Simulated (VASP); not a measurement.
Wanted: the native input for a VASP 6.6.1 run.

| Quantity | Value |
| --- | --- |
| Task | single point |
| Functional | PBE |
| Potentials or basis | VASP PAW PBE potentials, release 64 (Be, Ag) |
| Cutoff | 520 eV |
| k mesh | 6 × 6 × 4 |
| Occupations | gaussian, width 0.1 eV |
| Spin | no spin polarisation |
| Dipole correction | no |
| Further INCAR settings | ALGO = Fast; EDIFF = 1e-07; NBANDS = 30 |

The structure of Be4Ag lies in POSCAR:

```
Be4Ag
1.0
    6.3838225221      0.0000000000      0.0000000000
   -3.1919112611      5.5285524774      0.0000000000
    0.0000000000      0.0000000000      5.3678976630
Be Ag
8 2
Direct
    0.6647179873      0.0000000000      0.0000000000
    0.0000000000      0.6647179873      0.0000000000
    0.3352820127      0.3352820127      0.0000000000
    0.3352820127      0.0000000000      0.0000000000
    0.0000000000      0.3352820127      0.0000000000
    0.6647179873      0.6647179873      0.0000000000
    0.3333333333      0.6666666667      0.0000000000
    0.6666666667      0.3333333333      0.0000000000
    0.0000000000      0.0000000000      0.2539194668
    0.0000000000      0.0000000000      0.7460805332
```

The cell was built from a structure type or drawn by symmetry, and may not be a known phase.

These files were run (other wordings do the same):

INCAR

```
SYSTEM = Be4Ag
ALGO = Fast ; EDIFF = 1E-7
ENCUT = 520 ; GGA = PE
ISIF = 2 ; ISMEAR = 0
LASPH = .True. ; LCHARG = .False.
LREAL = .False. ; LWAVE = .False.
NBANDS = 30 ; NELM = 60
PREC = Accurate ; SIGMA = 0.1
```

KPOINTS

```
k-points
0
Gamma
  6 6 4
  0 0 0
```

Potentials or basis: VASP PAW PBE potentials, release 64 (Be, Ag).

Command:

```bash
$ cat potpaw_PBE.64/Be/POTCAR potpaw_PBE.64/Ag/POTCAR > POTCAR
$ mpirun -np 1 vasp_std > vasp.out
```

Results of the run:

```
Pressure               : 0.1 GPa
Largest force          : 0.020 eV/Å
Band gap on the k mesh : zero (bands 19 and 20 overlap by 2.13 eV)
```

It took 3.4 min on 1 thread of AMD EPYC 7R43 64-Core Processor (Zen 3), with other jobs on the host, peak memory 0.32 GiB.
